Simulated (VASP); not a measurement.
Here is a VASP 6.6.1 calculation.

Contents of INCAR:

```
PREC = Accurate
ENCUT = 520
EDIFF = 1E-6
ISMEAR = -1
SIGMA = 0.01
LREAL = False
LASPH = True
NELM = 80
ALGO = Normal
ISIF = 2
LWAVE = False
LCHARG = True
GGA = PE
LELF = True
LVHAR = True
NBANDS = 27
```

The input KPOINTS:

```
regular mesh
0
Gamma
  6 6 6
```

The input POSCAR:

```
Se
1.0
    5.6809998619      3.2799267995      1.4615667000
   -5.6809998619      3.2799267995      1.4615667000
    0.0000000000     -6.5598535991      1.4615667000
Se
6
Direct
    0.2806600000      0.1625100000      0.9181800000
    0.9181800000      0.2806600000      0.1625100000
    0.1625100000      0.9181800000      0.2806600000
    0.7193400000      0.8374900000      0.0818200000
    0.0818200000      0.7193400000      0.8374900000
    0.8374900000      0.0818200000      0.7193400000
```

Potentials or basis: VASP PAW PBE potentials, release 64 (Se).

Run with:

```console
$ cat potpaw_PBE.64/Se/POTCAR > POTCAR
$ mpirun -np 1 vasp_std > vasp.out
```

(1) Predict the largest force.

(2) Estimate the band gap on the k mesh.

(3) Estimate the pressure.

Answers

(1) 0.577 eV/Å.

(2) 1.15 eV (least direct gap 1.39 eV).

(3) 3.2 GPa.

Caveat: the cell differs from its parent crystal (zz strain of -1 %); the cell stands under pressure; this functional lacks dispersion, which holds the molecules together, so the pressure and a relaxed volume are unreliable.
